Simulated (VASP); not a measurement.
# Ga2PN (P4/mmm) in VASP: single point with PBE

Aim: the single point of Ga2PN with PBE.

Program: VASP 6.6.1. These are calculated values, not measurements. Logs are shortened: lines on timing, memory, paths and dates and some standing lists are left out, and cuts for length are marked.

### Step 1. The cell of the first run

The structure is tetragonal, space group P4/mmm (No. 123). The conventional cell has a = 3.352 Å, b = 3.352 Å, c = 4.733 Å, α = 90.00°, β = 90.00°, γ = 90.00°. Within 3.1 Å of N (site symmetry 4/mmm) lie 6 Ga at 2.37 Å. Ga (site symmetry 4/mmm) has 2 N at 2.37 Å and 4 P at 2.37 Å within 3.1 Å. Ga (site symmetry 4/mmm) has 2 P at 2.37 Å and 4 N at 2.37 Å within 3.1 Å. Within 3.1 Å of P (site symmetry 4/mmm) lie 6 Ga at 2.37 Å.

### Step 2. Single point, PBE, non-collinear spin, zero start, spin-orbit coupling

Contents of INCAR:

```
SYSTEM = Ga2PN
ALGO = Normal ; EDIFF = 1E-7
ENCUT = 520 ; GGA = PE
GGA_COMPAT = .FALSE. ; ISIF = 2
ISMEAR = -1 ; LASPH = .TRUE.
LCHARG = .FALSE. ; LORBIT = 11
LORBMOM = .TRUE. ; LREAL = .FALSE.
LSORBIT = .TRUE. ; LWAVE = .FALSE.
MAGMOM = 0 0 0 0 0 0 0 0 0 0 0 0 ; NBANDS = 50
NELM = 150 ; PREC = Accurate
SIGMA = 0.02
```

Contents of KPOINTS:

```
k-points
0
G
  8 8 6
  0 0 0
```

Contents of POSCAR:

```
Ga2PN
1.0
    3.3520942945      0.0000000000      0.0000000000
    0.0000000000      3.3520942945      0.0000000000
    0.0000000000      0.0000000000      4.7326784888
N Ga P
1 2 1
Direct
    0.0000000000      0.0000000000      0.0000000000
    0.0000000000      0.0000000000      0.5000000000
    0.5000000000      0.5000000000      0.0000000000
    0.5000000000      0.5000000000      0.5000000000
```

Potentials or basis: VASP PAW PBE potentials, release 64 (N, Ga_d, P).

Command:

```console
cat potpaw_PBE.64/N/POTCAR potpaw_PBE.64/Ga_d/POTCAR potpaw_PBE.64/P/POTCAR > POTCAR
mpirun -np 1 vasp_ncl > vasp.out
```

OUTCAR:

```text
SYSTEM = Ga2PN
   EDIFF = 1E-7
   ENCUT = 520
   GGA = PE
   ISIF = 2
   ISMEAR = -1
   LASPH = .TRUE.
   LORBIT = 11
   LREAL = .FALSE.
   LSORBIT = .TRUE.
   NELM = 150
   PREC = Accurate

 ion  position               nearest neighbor table
   1  0.000  0.000  0.000-
   2  0.000  0.000  0.500-   4 2.37   4 2.37   4 2.37   4 2.37
   3  0.500  0.500  0.000-   4 2.37   4 2.37
   4  0.500  0.500  0.500-   3 2.37   3 2.37   2 2.37   2 2.37   2 2.37   2 2.37

  LATTYP: Found a simple tetragonal cell.
 ALAT       =     3.3520942945
 C/A-ratio  =     1.4118572072

  Lattice vectors:

 A1 = (   3.3520942945,   0.0000000000,   0.0000000000)
 A2 = (   0.0000000000,   3.3520942945,   0.0000000000)
 A3 = (   0.0000000000,   0.0000000000,   4.7326784888)

Analysis of symmetry for initial positions (statically):
=====================================================================
 Subroutine PRICEL returns:
 Original cell was already a primitive cell.

 Routine SETGRP: Setting up the symmetry group for a
 simple tetragonal supercell.

 Subroutine GETGRP returns: Found 16 space group operations
 (whereof 16 operations were pure point group operations)
 out of a pool of 16 trial point group operations.

The static configuration has the point symmetry D_4h.

Analysis of symmetry for dynamics (positions and initial velocities):
=====================================================================
 Subroutine PRICEL returns:
 Original cell was already a primitive cell.

 Routine SETGRP: Setting up the symmetry group for a
 simple tetragonal supercell.

 Subroutine GETGRP returns: Found 16 space group operations
 (whereof 16 operations were pure point group operations)
 out of a pool of 16 trial point group operations.

The dynamic configuration has the point symmetry D_4h.

Analysis of structural, dynamic, and magnetic symmetry:
=====================================================================
 Subroutine PRICEL returns:
 Original cell was already a primitive cell.

 Routine SETGRP: Setting up the symmetry group for a
 simple tetragonal supercell.

 Subroutine GETGRP returns: Found 16 space group operations
 (whereof 16 operations were pure point group operations)
 out of a pool of 16 trial point group operations.

The overall configuration has the point symmetry D_4h.

 Subroutine INISYM returns: Found 16 space group operations
 (whereof 16 operations are pure point group operations),
 and found     1 'primitive' translations

----------------------------------------------------------------------------------------

                                     Primitive cell

  volume of cell :      53.1789

  direct lattice vectors                    reciprocal lattice vectors
     3.352094295  0.000000000  0.000000000     0.298320964  0.000000000  0.000000000
     0.000000000  3.352094295  0.000000000     0.000000000  0.298320964  0.000000000
     0.000000000  0.000000000  4.732678489     0.000000000  0.000000000  0.211296838

  length of vectors
     3.352094295  3.352094295  4.732678489     0.298320964  0.298320964  0.211296838

  position of ions in fractional coordinates (direct lattice)
     0.000000000  0.000000000  0.000000000
     0.000000000  0.000000000  0.500000000
     0.500000000  0.500000000  0.000000000
     0.500000000  0.500000000  0.500000000

  ion indices of the primitive-cell ions
   primitive index   ion index
                 1           1
                 2           2
                 3           3
                 4           4

----------------------------------------------------------------------------------------

 KPOINTS: k-points

Automatic generation of k-mesh.
 Grid dimensions read from file:
 generate k-points for:    8    8    6

 Generating k-lattice:
[... 106 lines left out ...]

 Free energy of the ion-electron system (eV)
  ---------------------------------------------------
  ext. energy  EPLUGINS =         0.00000000
  ---------------------------------------------------
  free energy    TOTEN  =       -18.04864541 eV

  energy without entropy =      -18.04705806  energy(sigma->0) =      -18.04785174

 E-fermi :   7.0507     XC(G=0): -11.7454

 val. band max:        6.9797130525   @ k =   0.2500   0.0000   0.1667
 cond. band min:       7.0704234431   @ k =   0.2500   0.1250   0.3333
 fundamental gap:      0.0907103906
 Fermi energy:         7.0507217341

 k-point     1 :       0.0000    0.0000    0.0000
  band No.  band energies     occupation
      1      -8.3503      1.00000
      2      -8.3503      1.00000
      3      -8.1404      1.00000
      4      -8.1404      1.00000
      5      -7.9884      1.00000
      6      -7.9884      1.00000
[... 1213 lines left out ...]
     47      14.6699      0.00000
     48      14.6699      0.00000

 [... further k-points ...]

 [bands above 48 left out]

------------------------ aborting loop because EDIFF is reached ----------------------------------------

  FORCE on cell =-STRESS in cart. coord.  units (eV):
  Direction    XX          YY          ZZ          XY          YZ          ZX
  --------------------------------------------------------------------------------------
  -------------------------------------------------------------------------------------
  Total        1.4315601      1.4315601      1.5311569      0.0000000     -0.0000000      0.0000000
  in kB       43.1301256     43.1301256     46.1307818      0.0000000     -0.0000000      0.0000000
  external PRESSURE =      44.1303443 kB  Pullay stress =       0.0000000 kB

 VOLUME and BASIS-vectors are now :
 -----------------------------------------------------------------------------
  energy-cutoff  :      520.00
  volume of cell :       53.18
      direct lattice vectors                 reciprocal lattice vectors
     3.352094295  0.000000000  0.000000000     0.298320964  0.000000000  0.000000000
     0.000000000  3.352094295  0.000000000     0.000000000  0.298320964  0.000000000
     0.000000000  0.000000000  4.732678489     0.000000000  0.000000000  0.211296838

 POSITION                                       TOTAL-FORCE (eV/Angst)
 -----------------------------------------------------------------------------------
      0.00000      0.00000      0.00000         0.000000      0.000000      0.000000
      0.00000      0.00000      2.36634         0.000000      0.000000      0.000000
      1.67605      1.67605      0.00000         0.000000      0.000000      0.000000
      1.67605      1.67605      2.36634         0.000000      0.000000      0.000000
 -----------------------------------------------------------------------------------
    total drift:                                0.000000      0.000000      0.000000

  FREE ENERGIE OF THE ION-ELECTRON SYSTEM (eV)
  ---------------------------------------------------
  free  energy   TOTEN  =       -18.0486454131 eV

  energy  without entropy=      -18.0470580622  energy(sigma->0) =      -18.04785174

 orbital moment (x)

 # of ion     p       d       tot
 ----------------------------------------
  1        -0.000   0.000  -0.000
  2         0.000   0.000   0.000
  3         0.000   0.000   0.000
  4        -0.000   0.000  -0.000
 ----------------------------------------
           -0.000   0.000  -0.000

 orbital moment (y)

 # of ion     p       d       tot
 ----------------------------------------
  1        -0.000   0.000  -0.000
  2        -0.000  -0.000  -0.000
  3        -0.000  -0.000  -0.000
  4         0.000   0.000   0.000
 ----------------------------------------
            0.000  -0.000   0.000

 orbital moment (z)

 # of ion     p       d       tot
 ----------------------------------------
  1         0.000   0.000   0.000
  2         0.000  -0.000  -0.000
  3        -0.000   0.000  -0.000
  4         0.000   0.000   0.000
 ----------------------------------------
           -0.000  -0.000  -0.000

 Spin-Orbit-Coupling matrix elements

 Ion:    1  E_soc:     -0.0000956
 l=   1
     0.0000000    -0.0000150    -0.0000179
    -0.0000150     0.0000000    -0.0000150
    -0.0000179    -0.0000150     0.0000000
 l=   2
     0.0000000     0.0000000     0.0000000     0.0000000     0.0000000
     0.0000000     0.0000000     0.0000000     0.0000000     0.0000000
     0.0000000     0.0000000     0.0000000     0.0000000     0.0000000
     0.0000000     0.0000000     0.0000000     0.0000000     0.0000000
     0.0000000     0.0000000     0.0000000     0.0000000     0.0000000
 l=   3
     0.0000000     0.0000000     0.0000000     0.0000000     0.0000000     0.0000000     0.0000000
     0.0000000     0.0000000     0.0000000     0.0000000     0.0000000     0.0000000     0.0000000
     0.0000000     0.0000000     0.0000000     0.0000000     0.0000000     0.0000000     0.0000000
     0.0000000     0.0000000     0.0000000     0.0000000     0.0000000     0.0000000     0.0000000
[... 49 lines left out ...]
 l=   2
     0.0000000     0.0000000     0.0000000     0.0000000     0.0000000
     0.0000000     0.0000000     0.0000000     0.0000000     0.0000000
     0.0000000     0.0000000     0.0000000     0.0000000     0.0000000
     0.0000000     0.0000000     0.0000000     0.0000000     0.0000000
     0.0000000     0.0000000     0.0000000     0.0000000     0.0000000
 l=   3
     0.0000000     0.0000000     0.0000000     0.0000000     0.0000000     0.0000000     0.0000000
     0.0000000     0.0000000     0.0000000     0.0000000     0.0000000     0.0000000     0.0000000
     0.0000000     0.0000000     0.0000000     0.0000000     0.0000000     0.0000000     0.0000000
     0.0000000     0.0000000     0.0000000     0.0000000     0.0000000     0.0000000     0.0000000
     0.0000000     0.0000000     0.0000000     0.0000000     0.0000000     0.0000000     0.0000000
     0.0000000     0.0000000     0.0000000     0.0000000     0.0000000     0.0000000     0.0000000
     0.0000000     0.0000000     0.0000000     0.0000000     0.0000000     0.0000000     0.0000000

 total charge

# of ion       s       p       d       tot
------------------------------------------
    1        1.282   2.233   0.000   3.515
    2        0.868   0.757  10.064  11.689
    3        0.824   0.617  10.048  11.489
    4        1.044   1.576   0.000   2.619
--------------------------------------------------
tot          4.018   5.183  20.111  29.312

 magnetization (x)

# of ion       s       p       d       tot
------------------------------------------
    1       -0.000   0.000   0.000  -0.000
    2        0.000   0.000   0.000   0.000
    3       -0.000   0.000  -0.000  -0.000
    4        0.000  -0.000   0.000  -0.000
--------------------------------------------------
tot         -0.000  -0.000  -0.000  -0.000

 magnetization (y)

# of ion       s       p       d       tot
------------------------------------------
    1        0.000   0.000   0.000   0.000
    2       -0.000  -0.000   0.000  -0.000
    3        0.000   0.000   0.000   0.000
    4        0.000  -0.000   0.000  -0.000
--------------------------------------------------
tot          0.000  -0.000   0.000  -0.000

 magnetization (z)

# of ion       s       p       d       tot
------------------------------------------
    1        0.000  -0.000   0.000  -0.000
    2       -0.000   0.000  -0.000  -0.000
    3        0.000   0.000   0.000   0.000
    4       -0.000   0.000   0.000  -0.000
--------------------------------------------------
tot         -0.000  -0.000   0.000  -0.000
```

It took 3.5 min on 1 thread of Intel Xeon Platinum 8488C (Sapphire Rapids), shared host; peak memory 0.42 GiB.

Results:

```yaml
Free_energy: -18.0486 eV
Pressure: 4.4 GPa
Net_moment: 0.00 μB per cell
Valence_electrons_inside_the_program's_atomic_spheres: N 3.52; Ga 11.69, 11.49; P 2.62
```

Moments on the atoms (μB; x, y, z):
```
N   0.00 0.00 0.00
Ga  0.00 0.00 0.00
Ga  0.00 0.00 0.00
P   0.00 0.00 0.00
```

Caveat: the cell stands under pressure.
